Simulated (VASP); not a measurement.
# CaCo (Fm-3m) in VASP: notebook, part 2 of 2

VASP 6.6.1. The steps go on from the part before.

## 3. Single point, PBE, collinear spin, ferromagnetic start (volume scaled by 0.96)

Contents of INCAR:

```
SYSTEM = CaCo
PREC = Accurate ; ENCUT = 520
EDIFF = 1E-6 ; ISMEAR = -1
SIGMA = 0.05 ; LREAL = .FALSE.
LASPH = .TRUE. ; NELM = 150
ALGO = Fast ; ISIF = 2
LWAVE = .FALSE. ; LCHARG = .FALSE.
ISPIN = 2 ; MAGMOM = 0 2
LORBIT = 11 ; LMAXMIX = 4
GGA = PE ; NBANDS = 20
```

Contents of KPOINTS:

```
Automatic mesh
0
G
  9 9 9
  0 0 0
```

Contents of POSCAR:

```
CaCo
1.0
    0.0000000000      2.5345022265      2.5345022265
    2.5345022265      0.0000000000      2.5345022265
    2.5345022265      2.5345022265      0.0000000000
Ca Co
1 1
Direct
    0.5000000000      0.5000000000      0.5000000000
    0.0000000000      0.0000000000      0.0000000000
```

Potentials or basis: VASP PAW PBE potentials, release 64 (Ca_sv, Co).

Run with:

```bash
cat potpaw_PBE.64/Ca_sv/POTCAR potpaw_PBE.64/Co/POTCAR > POTCAR
mpirun -np 1 vasp_std > vasp.out
```

OUTCAR:

```text
SYSTEM = CaCo
   PREC = Accurate
   ENCUT = 520
   EDIFF = 1E-6
   ISMEAR = -1
   LREAL = .FALSE.
   LASPH = .TRUE.
   NELM = 150
   ISIF = 2
   ISPIN = 2
   LORBIT = 11
   GGA = PE

 ion  position               nearest neighbor table
   1  0.500  0.500  0.500-   2 2.53   2 2.53   2 2.53   2 2.53   2 2.53   2 2.53
   2  0.000  0.000  0.000-   1 2.53   1 2.53   1 2.53   1 2.53   1 2.53   1 2.53

  LATTYP: Found a face centered cubic cell.
 ALAT       =     5.0690044530

  Lattice vectors:

 A1 = (   0.0000000000,   2.5345022265,   2.5345022265)
 A2 = (   2.5345022265,   0.0000000000,   2.5345022265)
 A3 = (   2.5345022265,   2.5345022265,   0.0000000000)

Analysis of symmetry for initial positions (statically):
=====================================================================
 Subroutine PRICEL returns:
 Original cell was already a primitive cell.

 Routine SETGRP: Setting up the symmetry group for a
 face centered cubic supercell.

 Subroutine GETGRP returns: Found 48 space group operations
 (whereof 48 operations were pure point group operations)
 out of a pool of 48 trial point group operations.

The static configuration has the point symmetry O_h .

Analysis of symmetry for dynamics (positions and initial velocities):
=====================================================================
 Subroutine PRICEL returns:
 Original cell was already a primitive cell.

 Routine SETGRP: Setting up the symmetry group for a
 face centered cubic supercell.

 Subroutine GETGRP returns: Found 48 space group operations
 (whereof 48 operations were pure point group operations)
 out of a pool of 48 trial point group operations.

The dynamic configuration has the point symmetry O_h .

Analysis of structural, dynamic, and magnetic symmetry:
=====================================================================
 Subroutine PRICEL returns:
 Original cell was already a primitive cell.

 Routine SETGRP: Setting up the symmetry group for a
 face centered cubic supercell.

 Subroutine GETGRP returns: Found 48 space group operations
 (whereof 48 operations were pure point group operations)
 out of a pool of 48 trial point group operations.

The overall configuration has the point symmetry O_h .

 Subroutine INISYM returns: Found 48 space group operations
 (whereof 48 operations are pure point group operations),
 and found     1 'primitive' translations

----------------------------------------------------------------------------------------

                                     Primitive cell

  volume of cell :      32.5618

  direct lattice vectors                    reciprocal lattice vectors
     0.000000000  2.534502226  2.534502226    -0.197277396  0.197277396  0.197277396
     2.534502226  0.000000000  2.534502226     0.197277396 -0.197277396  0.197277396
     2.534502226  2.534502226  0.000000000     0.197277396  0.197277396 -0.197277396

  length of vectors
     3.584327423  3.584327423  3.584327423     0.341694473  0.341694473  0.341694473

  position of ions in fractional coordinates (direct lattice)
     0.500000000  0.500000000  0.500000000
     0.000000000  0.000000000  0.000000000

  ion indices of the primitive-cell ions
   primitive index   ion index
                 1           1
                 2           2
[... 58 lines left out ...]
   dimension x,y,z NGXF=    56 NGYF=   56 NGZF=   56
   ions per type =               1   1
   NGX,Y,Z   is equivalent  to a cutoff of  12.99, 12.99, 12.99 a.u.
   NGXF,Y,Z  is equivalent  to a cutoff of  25.97, 25.97, 25.97 a.u.
 SYSTEM =  CaCo
   PREC   = accura    normal or accurate (medium, high low for compatibility)
   ISTART =      0    job   : 0-new  1-cont  2-samecut
   ICHARG =      2    charge: 1-file 2-atom 10-const
   ISPIN  =      2    spin polarized calculation?
   LNONCOLLINEAR =      F non collinear calculations
   LSORBIT =      F    spin-orbit coupling
   LASPH  =      T    aspherical Exc in radial PAW
   ENCUT  =  520.0 eV  38.22 Ry    6.18 a.u.   6.66  6.66  6.66*2*pi/ulx,y,z
   NELM   =    150;   NELMIN=  2; NELMDL= -5     # of ELM steps
   EDIFF  = 0.1E-05   stopping-criterion for ELM
   LREAL  =      F    real-space projection
   EDIFFG = 0.1E-04   stopping-criterion for IOM
   NSW    =      0    number of steps for IOM
   IBRION =     -1    ionic relax: 0-MD 1-quasi-New 2-CG
   NFREE  =      0    steps in history (QN), initial steepest desc. (CG)
   ISIF   =      2    stress and relaxation
   ISYM   =      2    0-nonsym 1-usesym 2-fastsym
   POTIM  = 0.5000    time-step for ionic-motion
   TEBEG  =    0.0;   TEEND  =   0.0 temperature during run
   PSTRESS=    0.0 pullay stress
   NELECT =      19.0000    total number of electrons
   NUPDOWN=      -1.0000    fix difference up-down
   EMIN   =  10.00;   EMAX   =-10.00  energy-range for DOS
   EFERMI =   0.00;   METHOD = LEGACY
   ISMEAR =    -1;   SIGMA  =   0.05  broadening in eV -4-tet -1-fermi 0-gaus
   EFERMI_NEDOS =   21; number of points for ismear=-14 and -15
   IALGO  =     68    algorithm
   IMIX   =      4    mixing-type and parameters
     AMIX     =   0.40;   BMIX     =  1.00
     AMIX_MAG =   1.60;   BMIX_MAG =  1.00
  volume/ion in A,a.u.               =      16.28       109.87
  Fermi-wavevector in a.u.,A,eV,Ry     =   1.368012  2.585169 25.462730  1.871458
  Thomas-Fermi vector in A             =   2.494014
   LORBIT       =     11    0 simple, 1 ext, 2 COOP (PROOUT), +10 PAW based schemes
   GGA     = PE    functional components
   LHFCALC =     F    Hartree Fock is set to
   AEXX    =    0.0000 exact exchange contribution
   IVDW    =     0    specifies the selected vdW correction
   LEPSILON=     F    determine dielectric tensor
   LRPA    =     F    only Hartree local field effects (RPA)
 spin polarized calculation
 RMM-DIIS sequential band-by-band and
  energy-cutoff  :      520.00
  volume of cell :       32.56
 maximum number of plane-waves:       895
   NGX = 13   NGY = 13   NGZ = 13

 number of electron      19.0000003 magnetization       0.9961675

 Free energy of the ion-electron system (eV)
  ---------------------------------------------------
  ext. energy  EPLUGINS =         0.00000000
  ---------------------------------------------------
  free energy    TOTEN  =        -6.38114563 eV

  energy without entropy =       -6.35533734  energy(sigma->0) =       -6.36824149

 E-fermi :   6.0188     XC(G=0): -11.1778

 val. band max:        6.0181666209   @ k =  -0.3333   0.3333   0.0000
 cond. band min:       6.0188577521   @ k =   0.4444   0.2222   0.0000
 fundamental gap:      0.0006911312
 Fermi energy:         6.0187935211

 spin component 1

 k-point     1 :       0.0000    0.0000    0.0000
  band No.  band energies     occupation
      1     -33.0638      1.00000
      2     -14.0477      1.00000
      3     -14.0477      1.00000
      4     -14.0477      1.00000
      5       0.6996      1.00000
      6       3.9867      1.00000
[... 541 lines left out ...]
     19      21.1780      0.00000
     20      21.4188      0.00000

 [... further k-points ...]

 spin component 2

 k-point     1 :       0.0000    0.0000    0.0000
  band No.  band energies     occupation
      1     -33.1019      1.00000
      2     -14.0890      1.00000
      3     -14.0890      1.00000
      4     -14.0890      1.00000
      5       0.7311      1.00000
      6       4.7584      1.00000
[... 541 lines left out ...]
     19      21.0510      0.00000
     20      21.6104      0.00000

 [... further k-points ...]
[... 5 lines left out ...]
  --------------------------------------------------------------------------------------
  -------------------------------------------------------------------------------------
  Total        5.2237879      5.2237879      5.2237879      0.0000000      0.0000000     -0.0000000
  in kB      257.0325284    257.0325284    257.0325284      0.0000000      0.0000000     -0.0000000
  external PRESSURE =     257.0325284 kB  Pullay stress =       0.0000000 kB

 VOLUME and BASIS-vectors are now :
 -----------------------------------------------------------------------------
  energy-cutoff  :      520.00
  volume of cell :       32.56
      direct lattice vectors                 reciprocal lattice vectors
     0.000000000  2.534502226  2.534502226    -0.197277396  0.197277396  0.197277396
     2.534502226  0.000000000  2.534502226     0.197277396 -0.197277396  0.197277396
     2.534502226  2.534502226  0.000000000     0.197277396  0.197277396 -0.197277396

 POSITION                                       TOTAL-FORCE (eV/Angst)
 -----------------------------------------------------------------------------------
      2.53450      2.53450      2.53450        -0.000000      0.000000     -0.000000
      0.00000      0.00000      0.00000         0.000000      0.000000      0.000000
 -----------------------------------------------------------------------------------
    total drift:                                0.000000      0.000000      0.000000

  FREE ENERGIE OF THE ION-ELECTRON SYSTEM (eV)
  ---------------------------------------------------
  free  energy   TOTEN  =        -6.3811456324 eV

  energy  without entropy=       -6.3553373385  energy(sigma->0) =       -6.36824149

 total charge

# of ion       s       p       d       tot
------------------------------------------
    1        2.112   5.859   0.535   8.506
    2        0.548   0.155   7.560   8.263
--------------------------------------------------
tot          2.660   6.014   8.096  16.769

 magnetization (x)

# of ion       s       p       d       tot
------------------------------------------
    1       -0.003  -0.003  -0.041  -0.046
    2        0.067  -0.010   1.036   1.093
--------------------------------------------------
tot          0.065  -0.012   0.995   1.047
```

Wall time 77 s (1 thread of Intel Xeon Platinum 8488C (Sapphire Rapids), shared host); peak memory 0.19 GiB.

Results:

```
Free energy                                           : -6.3811 eV
Pressure                                              : 25.7 GPa
Band gap on the k mesh                                : zero (filled and empty bands overlap)
Net moment                                            : 1.00 μB per cell
Site moments                                          : Ca -0.05; Co +1.09 μB
Valence electrons inside the program's atomic spheres : Ca 8.51; Co 8.26
```

Levels at points of the mesh, in eV from the Fermi level:
Spin up:
```
           k point  band 7  band 8  band 9  band 10  band 11  band 12  band 13  band 14
(0.00, 0.00, 0.00)   -2.03   -2.03   -1.86    -1.86     5.28     5.28     5.28     7.06
```
Spin down:
```
           k point  band 5  band 6  band 7  band 8  band 9  band 10  band 11  band 12  band 13  band 14
(0.00, 0.00, 0.00)   -5.29   -1.26   -1.26   -1.13   -1.13    -1.13     5.50     5.50     5.50     7.22
```

Caveat: the cell differs from its parent crystal (volume scaled by 0.96).

## 4. Single point, PBE, collinear spin, ferromagnetic start (volume scaled by 0.98)

Contents of INCAR:

```
PREC = Accurate
ENCUT = 520
EDIFF = 1E-7
ISMEAR = -1
SIGMA = 0.05
LREAL = F
LASPH = T
NELM = 150
ALGO = Fast
ISIF = 2
LWAVE = F
LCHARG = T
ISPIN = 2
MAGMOM = 0 2
LORBIT = 11
LMAXMIX = 4
GGA = PE
LELF = T
LVHAR = T
NBANDS = 20
```

Contents of KPOINTS:

```
Automatic mesh
0
Gamma
  9 9 9
```

Contents of POSCAR:

```
CaCo
1.0
    0.0000000000      2.5519821046      2.5519821046
    2.5519821046      0.0000000000      2.5519821046
    2.5519821046      2.5519821046      0.0000000000
Ca Co
1 1
Direct
    0.5000000000      0.5000000000      0.5000000000
    0.0000000000      0.0000000000      0.0000000000
```

Run with:

```bash
cat potpaw_PBE.64/Ca_sv/POTCAR potpaw_PBE.64/Co/POTCAR > POTCAR
mpirun -np 1 vasp_std > vasp.out
```

It took 75 s on 1 thread of Intel Xeon Platinum 8488C (Sapphire Rapids), shared host; peak memory 0.2 GiB.

The run converged. Its results:

```yaml
Free_energy: -6.4858 eV
Pressure: 23.6 GPa
Band_gap_on_the_k_mesh: zero (filled and empty bands overlap)
Net_moment: 1.00 μB per cell
Site_moments: Ca -0.05; Co +1.12 μB
Valence_electrons_inside_the_program's_atomic_spheres: Ca 8.48; Co 8.24
```

Levels at points of the mesh, in eV from the Fermi level:
Spin up:
| k point | band 8 | band 9 | band 10 | band 11 | band 12 | band 13 |
| --- | --- | --- | --- | --- | --- | --- |
| (0.00, 0.00, 0.00) | -2.02 | -1.83 | -1.83 | 5.21 | 5.21 | 5.21 |
Spin down:
```
           k point  band 6  band 7  band 8  band 9  band 10  band 11  band 12  band 13
(0.00, 0.00, 0.00)   -1.24   -1.24   -1.08   -1.08    -1.08     5.42     5.42     5.42
```

Caveat: the cell differs from its parent crystal (volume scaled by 0.98).

## 5. Single point, PBE, collinear spin, ferromagnetic start

This run uses another cell than the first one, of 16.96 Å³/atom, 1.064 times its volume.

Contents of INCAR:

```
SYSTEM = CaCo
PREC     = Accurate       ! precision mode
ENCUT    = 520            ! plane-wave cutoff, eV
EDIFF    = 1E-6           ! SCF threshold, eV
ISMEAR   = -1             ! smearing method
SIGMA    = 0.05           ! smearing width, eV
LREAL    = .False.        ! projectors in reciprocal space
LASPH    = .True.         ! aspherical terms in the spheres
NELM     = 150            ! most SCF steps
ALGO     = Normal         ! electronic algorithm
ISIF     = 2              ! what is computed and relaxed
LWAVE    = .False.        ! write WAVECAR
LCHARG   = .False.        ! write CHGCAR
ISPIN    = 2              ! spin polarisation
MAGMOM   = 0 2            ! initial moments
LORBIT   = 11             ! projections on sites
LMAXMIX  = 4              ! l up to which the mixer works
GGA      = PE             ! functional
NBANDS   = 20             ! bands
```

Contents of KPOINTS:

```
regular mesh
0
Gamma
  9 9 9
  0 0 0
```

Contents of POSCAR:

```
CaCo
1.0
    0.0000000000      2.5692257500      2.5692257500
    2.5692257500      0.0000000000      2.5692257500
    2.5692257500      2.5692257500      0.0000000000
Ca Co
1 1
Direct
    0.5000000000      0.5000000000      0.5000000000
    0.0000000000      0.0000000000      0.0000000000
```

Run with:

```bash
cat potpaw_PBE.64/Ca_sv/POTCAR potpaw_PBE.64/Co/POTCAR > POTCAR
mpirun -np 1 vasp_std > vasp.out
```

It took 55 s on 1 thread of Intel Xeon Platinum 8488C (Sapphire Rapids), shared host; peak memory 0.19 GiB.

Results (log left out):

- Free energy: -6.5819 eV
- Pressure: 21.7 GPa
- Band gap on the k mesh: zero (filled and empty bands overlap)
- Net moment: 1.00 μB per cell
- Site moments: Ca -0.06; Co +1.14 μB
- Valence electrons inside the program's atomic spheres: Ca 8.46; Co 8.22

Levels at points of the mesh, in eV from the Fermi level:
Spin up:
| k point | band 7 | band 8 | band 9 | band 10 | band 11 | band 12 | band 13 | band 14 |
| --- | --- | --- | --- | --- | --- | --- | --- | --- |
| (0.00, 0.00, 0.00) | -2.01 | -2.01 | -1.81 | -1.81 | 5.14 | 5.14 | 5.14 | 6.84 |
Spin down:
```
           k point  band 7  band 8  band 9  band 10  band 11  band 12
(0.00, 0.00, 0.00)   -1.21   -1.04   -1.04    -1.04     5.35     5.35
```

## 6. Summary

```tsv
cell	gap on the mesh (eV)	pressure (GPa)	moment (μB)
a = 3.559 Å, angles 60.0°, 2 atoms	none	28.0	0.99
a = 3.584 Å, angles 60.0°, 2 atoms	none	25.7	1.00
a = 3.609 Å, angles 60.0°, 2 atoms	none	23.6	1.00
a = 3.633 Å, angles 60.0°, 2 atoms	none	21.7	1.00
```

Alike in all rows: task single point; level PBE; potentials or basis VASP PAW PBE potentials, release 64 (Ca_sv, Co); spin collinear, ferromagnetic start; k mesh 9 × 9 × 9; cutoff (eV) 520; smearing fermi-dirac 0.05 eV.

Absolute energies hang on the potentials; compare differences alone.
